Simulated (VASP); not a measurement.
# SiC (P6_3mc) in VASP: single point with PBE

Aim: the single point of SiC with PBE.

Everything below comes from runs of VASP 6.6.1. Logs are shortened: lines on timing, memory, paths and dates and some standing lists are left out, and cuts for length are marked.

### 1 The cell of the first run

Symmetry: P6_3mc, No. 186, hexagonal system. Conventional cell: a = 3.076 Å, b = 3.076 Å, c = 5.048 Å, α = 90.00°, β = 90.00°, γ = 120.00°. Within 2.5 Å of Si (site symmetry 3m) lie 4 C at 1.87 to 1.94 Å. C (site symmetry 3m) has 4 Si at 1.87 to 1.94 Å within 2.5 Å.

### 2 Single point, PBE

Input file INCAR:

```
PREC = Accurate ; ENCUT = 520
EDIFF = 1E-6 ; ISMEAR = 0
SIGMA = 0.05 ; LREAL = F
LASPH = T ; NELM = 60
ALGO = Normal ; ISIF = 2
LWAVE = F ; LCHARG = F
GGA = PE ; NBANDS = 26
```

Input file KPOINTS:

```
Automatic mesh
0
Gamma
  10 10 3
```

Input file POSCAR:

```
SiC
1.0
   -3.0759982064      0.0000000000      0.0000000000
   -1.5379991032     -2.6638925888      0.0000000000
    0.0000000000      0.0000000000     10.0960000000
Si C
4 4
Direct
    0.3333333333      0.3333333333      0.0000000000
    0.3333333333      0.3333333333      0.5000000000
    0.6666666667      0.6666666667      0.2500000000
    0.6666666667      0.6666666667      0.7500000000
    0.3333333333      0.3333333333      0.1925000000
    0.3333333333      0.3333333333      0.6925000000
    0.6666666667      0.6666666667      0.4425000000
    0.6666666667      0.6666666667      0.9425000000
```

Potentials or basis: VASP PAW PBE potentials, release 64 (Si, C).

Command:

```sh
cat potpaw_PBE.64/Si/POTCAR potpaw_PBE.64/C/POTCAR > POTCAR
mpirun -np 1 vasp_std > vasp.out
```

OUTCAR:

```text
PREC = Accurate
   ENCUT = 520
   EDIFF = 1E-6
   ISMEAR = 0
   LREAL = F
   LASPH = T
   NELM = 60
   ISIF = 2
   GGA = PE

 ion  position               nearest neighbor table
   1  0.333  0.333  0.000-   8 1.87   8 1.87   8 1.87   5 1.94   4 3.09   3 3.09   3 3.09   4 3.09
                             3 3.09   4 3.09
   2  0.333  0.333  0.500-   7 1.87   7 1.87   7 1.87   6 1.94   4 3.09   3 3.09   3 3.09   4 3.09
                             3 3.09   4 3.09
   3  0.667  0.667  0.250-   5 1.87   5 1.87   5 1.87   7 1.94   1 3.09   2 3.09   2 3.09   1 3.09
                             1 3.09   2 3.09
   4  0.667  0.667  0.750-   6 1.87   6 1.87   6 1.87   8 1.94   1 3.09   2 3.09   2 3.09   1 3.09
                             1 3.09   2 3.09
   5  0.333  0.333  0.193-   3 1.87   3 1.87   3 1.87   1 1.94
   6  0.333  0.333  0.693-   4 1.87   4 1.87   4 1.87   2 1.94
   7  0.667  0.667  0.443-   2 1.87   2 1.87   2 1.87   3 1.94
   8  0.667  0.667  0.943-   1 1.87   1 1.87   1 1.87   4 1.94

  LATTYP: Found a hexagonal cell.
 ALAT       =     3.0759982065
 C/A-ratio  =     3.2821865692

  Lattice vectors:

 A1 = (   1.5379991032,   2.6638925888,   0.0000000000)
 A2 = (  -3.0759982064,   0.0000000000,   0.0000000000)
 A3 = (   0.0000000000,   0.0000000000,  10.0960000000)

Analysis of symmetry for initial positions (statically):
=====================================================================
 Subroutine PRICEL returns following result:

  LATTYP: Found a hexagonal cell.
 ALAT       =     3.0759982065
 C/A-ratio  =     1.6410932846

  Lattice vectors:

 A1 = (   1.5379991032,   2.6638925888,   0.0000000000)
 A2 = (  -3.0759982064,   0.0000000000,   0.0000000000)
 A3 = (   0.0000000000,   0.0000000000,   5.0480000000)

   2 primitive cells build up your supercell.

 Routine SETGRP: Setting up the symmetry group for a
 hexagonal supercell.

 Subroutine GETGRP returns: Found 12 space group operations
 (whereof  6 operations were pure point group operations)
 out of a pool of 24 trial point group operations.

The static configuration has the point symmetry C_3v.
 The point group associated with its full space group is C_6v.

Analysis of symmetry for dynamics (positions and initial velocities):
=====================================================================
 Subroutine PRICEL returns following result:

  LATTYP: Found a hexagonal cell.
 ALAT       =     3.0759982065
 C/A-ratio  =     1.6410932846

  Lattice vectors:

 A1 = (   1.5379991032,   2.6638925888,   0.0000000000)
 A2 = (  -3.0759982064,   0.0000000000,   0.0000000000)
 A3 = (   0.0000000000,   0.0000000000,   5.0480000000)

   2 primitive cells build up your supercell.

 Routine SETGRP: Setting up the symmetry group for a
 hexagonal supercell.

 Subroutine GETGRP returns: Found 12 space group operations
 (whereof  6 operations were pure point group operations)
 out of a pool of 24 trial point group operations.

The dynamic configuration has the point symmetry C_3v.
 The point group associated with its full space group is C_6v.

 Subroutine INISYM returns: Found 12 space group operations
 (whereof  6 operations are pure point group operations),
 and found     2 'primitive' translations

----------------------------------------------------------------------------------------

                                     Primitive cell

  volume of cell :      41.3640

  direct lattice vectors                    reciprocal lattice vectors
     1.537999103  2.663892589  0.000000000     0.000000000  0.375390511  0.000000000
    -3.075998206  0.000000000  0.000000000    -0.325097719  0.187695255  0.000000000
     0.000000000  0.000000000  5.048000000     0.000000000  0.000000000  0.198098257

  length of vectors
     3.075998206  3.075998206  5.048000000     0.375390511  0.375390511  0.198098257

  position of ions in fractional coordinates (direct lattice)
     0.666666667  0.333333333  0.000000000
     0.333333333  0.666666667  0.500000000
     0.666666667  0.333333333  0.385000000
     0.333333333  0.666666667  0.885000000

  ion indices of the primitive-cell ions
   primitive index   ion index
                 1           1
                 2           3
                 3           5
                 4           8

----------------------------------------------------------------------------------------

 KPOINTS: Automatic mesh

Automatic generation of k-mesh.
 Grid dimensions read from file:
 generate k-points for:   10   10    3

 Generating k-lattice:

  Cartesian coordinates                     Fractional coordinates (reciprocal lattice)
    -0.032509772  0.018769526  0.000000000     0.100000000  0.000000000  0.000000000
     0.000000000 -0.037539051  0.000000000     0.000000000  0.100000000  0.000000000
     0.000000000  0.000000000  0.033016376     0.000000000  0.000000000  0.333333333

  Length of vectors
     0.037539051  0.037539051  0.033016376

  Shift w.r.t. Gamma in fractional coordinates (k-lattice)
     0.000000000  0.000000000  0.000000000

 Subroutine IBZKPT returns following result:
 ===========================================

 Found     28 irreducible k-points:

 Following reciprocal coordinates:
            Coordinates               Weight
  0.000000  0.000000  0.000000      1.000000
  0.100000  0.000000  0.000000      6.000000
  0.200000  0.000000  0.000000      6.000000
  0.300000  0.000000  0.000000      6.000000
  0.400000  0.000000  0.000000      6.000000
  0.500000  0.000000  0.000000      3.000000
[... 16 lines left out ...]
  0.400000  0.100000  0.333333     24.000000
  0.500000  0.100000  0.333333     24.000000
 [... further k-points ...]
   k-points           NKPTS =     28   k-points in BZ     NKDIM =     28   number of bands    NBANDS=     26
   number of dos      NEDOS =    301   number of ions     NIONS =      8
   total plane-waves  NPLWV =  46080
   dimension x,y,z NGX =    24 NGY =   24 NGZ =   80
   dimension x,y,z NGXF=    48 NGYF=   48 NGZF=  160
   ions per type =               4   4
   NGX,Y,Z   is equivalent  to a cutoff of  12.97, 12.97, 13.17 a.u.
   NGXF,Y,Z  is equivalent  to a cutoff of  25.94, 25.94, 26.35 a.u.
 SYSTEM =  unknown system
   PREC   = accura    normal or accurate (medium, high low for compatibility)
   ISTART =      0    job   : 0-new  1-cont  2-samecut
   ICHARG =      2    charge: 1-file 2-atom 10-const
   ISPIN  =      1    spin polarized calculation?
   LNONCOLLINEAR =      F non collinear calculations
   LSORBIT =      F    spin-orbit coupling
   LASPH  =      T    aspherical Exc in radial PAW
   ENCUT  =  520.0 eV  38.22 Ry    6.18 a.u.   5.72  5.72 18.77*2*pi/ulx,y,z
   NELM   =     60;   NELMIN=  2; NELMDL= -5     # of ELM steps
   EDIFF  = 0.1E-05   stopping-criterion for ELM
   LREAL  =      F    real-space projection
   EDIFFG = 0.1E-04   stopping-criterion for IOM
   NSW    =      0    number of steps for IOM
   IBRION =     -1    ionic relax: 0-MD 1-quasi-New 2-CG
   NFREE  =      0    steps in history (QN), initial steepest desc. (CG)
   ISIF   =      2    stress and relaxation
   ISYM   =      2    0-nonsym 1-usesym 2-fastsym
   POTIM  = 0.5000    time-step for ionic-motion
   TEBEG  =    0.0;   TEEND  =   0.0 temperature during run
   PSTRESS=    0.0 pullay stress
   NELECT =      32.0000    total number of electrons
   NUPDOWN=      -1.0000    fix difference up-down
   EMIN   =  10.00;   EMAX   =-10.00  energy-range for DOS
   EFERMI =   0.00;   METHOD = LEGACY
   ISMEAR =     0;   SIGMA  =   0.05  broadening in eV -4-tet -1-fermi 0-gaus
   EFERMI_NEDOS =   21; number of points for ismear=-14 and -15
   IALGO  =     38    algorithm
   IMIX   =      4    mixing-type and parameters
     AMIX     =   0.40;   BMIX     =  1.00
     AMIX_MAG =   1.60;   BMIX_MAG =  1.00
  volume/ion in A,a.u.               =      10.34        69.78
  Fermi-wavevector in a.u.,A,eV,Ry     =   1.192818  2.254099 19.358564  1.422814
  Thomas-Fermi vector in A             =   2.328847
   LORBIT       =      0    0 simple, 1 ext, 2 COOP (PROOUT), +10 PAW based schemes
   GGA     = PE    functional components
   LHFCALC =     F    Hartree Fock is set to
   AEXX    =    0.0000 exact exchange contribution
   IVDW    =     0    specifies the selected vdW correction
   LEPSILON=     F    determine dielectric tensor
   LRPA    =     F    only Hartree local field effects (RPA)
 non-spin polarized calculation
 Gauss-broadening in eV      SIGMA  =   0.05
  energy-cutoff  :      520.00
  volume of cell :       82.73
 maximum number of plane-waves:      2256
   NGX = 11   NGY = 11   NGZ = 37

 number of electron      32.0000000 magnetization

 Free energy of the ion-electron system (eV)
  ---------------------------------------------------
  ext. energy  EPLUGINS =         0.00000000
  ---------------------------------------------------
  free energy    TOTEN  =       -60.13434520 eV

  energy without entropy =      -60.13434520  energy(sigma->0) =      -60.13434520

 E-fermi :   8.6547     XC(G=0): -11.3484

 val. band max:        8.4095984390   @ k =   0.0000   0.0000   0.0000
 cond. band min:      10.8891739914   @ k =  -0.4000   0.3000   0.0000
 fundamental gap:      2.4795755525
 Fermi energy:         8.6547135934

 k-point     1 :       0.0000    0.0000    0.0000
  band No.  band energies     occupation
      1      -7.3150      2.00000
      2      -6.1270      2.00000
      3      -6.1270      2.00000
      4      -3.8128      2.00000
      5      -0.2831      2.00000
      6       3.9548      2.00000
[... 18 lines left out ...]
     25      15.5798      0.00000
     26      15.5798      0.00000

 k-point     2 :       0.1000    0.0000    0.0000
  band No.  band energies     occupation
      1      -7.1414      2.00000
      2      -5.9583      2.00000
      3      -5.9583      2.00000
      4      -3.6638      2.00000
      5      -0.1220      2.00000
      6       4.0084      2.00000
[... 18 lines left out ...]
     25      16.0647      0.00000
[... 608 lines left out ...]
     25      16.6074      0.00000
     26      17.2410      0.00000

 k-point    24 :       0.5000    0.1000    0.3333
  band No.  band energies     occupation
      1      -4.0066      2.00000
      2      -3.6812      2.00000
      3      -2.6990      2.00000
      4      -2.4026      2.00000
      5      -0.0196      2.00000
      6       0.1916      2.00000
[... 18 lines left out ...]
     25      16.2530      0.00000
     26      16.5662      0.00000

 [... further k-points ...]

------------------------ aborting loop because EDIFF is reached ----------------------------------------

  FORCE on cell =-STRESS in cart. coord.  units (eV):
  Direction    XX          YY          ZZ          XY          YZ          ZX
  --------------------------------------------------------------------------------------
  -------------------------------------------------------------------------------------
  Total        2.7127744      2.7127744      0.2122756      0.0000000     -0.0000000      0.0000000
  in kB       52.5378310     52.5378310      4.1111044      0.0000000     -0.0000000      0.0000000
  external PRESSURE =      36.3955888 kB  Pullay stress =       0.0000000 kB

 VOLUME and BASIS-vectors are now :
 -----------------------------------------------------------------------------
  energy-cutoff  :      520.00
  volume of cell :       82.73
      direct lattice vectors                 reciprocal lattice vectors
    -3.075998206  0.000000000  0.000000000    -0.325097719  0.187695255  0.000000000
    -1.537999103 -2.663892589  0.000000000     0.000000000 -0.375390511  0.000000000
     0.000000000  0.000000000 10.096000000     0.000000000  0.000000000  0.099049128

 POSITION                                       TOTAL-FORCE (eV/Angst)
 -----------------------------------------------------------------------------------
     -1.53800     -0.88796      0.00000        -0.000000     -0.000000      0.752559
     -1.53800     -0.88796      5.04800        -0.000000     -0.000000      0.752559
     -3.07600     -1.77593      2.52400         0.000000      0.000000      0.752559
     -3.07600     -1.77593      7.57200         0.000000     -0.000000      0.752559
     -1.53800     -0.88796      1.94348         0.000000      0.000000     -0.752559
     -1.53800     -0.88796      6.99148        -0.000000      0.000000     -0.752559
     -3.07600     -1.77593      4.46748        -0.000000     -0.000000     -0.752559
     -3.07600     -1.77593      9.51548        -0.000000     -0.000000     -0.752559
 -----------------------------------------------------------------------------------
    total drift:                                0.000000      0.000000     -0.000449

  FREE ENERGIE OF THE ION-ELECTRON SYSTEM (eV)
  ---------------------------------------------------
  free  energy   TOTEN  =       -60.1343452022 eV

  energy  without entropy=      -60.1343452022  energy(sigma->0) =      -60.13434520
```

It took 52 s on 1 thread of AMD EPYC 7R43 (Zen 3), shared host; peak memory 0.18 GiB.

Results:

- Free energy: -60.1343 eV
- Pressure: 3.6 GPa
- Largest force: 0.753 eV/Å
- Band gap on the k mesh: 2.48 eV

Forces in eV/Å, atoms in the order of the input:
```
Si   0.000  0.000  0.753
Si   0.000  0.000  0.753
Si   0.000  0.000  0.753
Si   0.000  0.000  0.753
C    0.000  0.000 -0.753
C    0.000  0.000 -0.753
C    0.000  0.000 -0.753
C    0.000  0.000 -0.753
```

Caveat: the cell stands under pressure; an odd mesh through Γ misses points on the zone boundary, where band edges can lie.
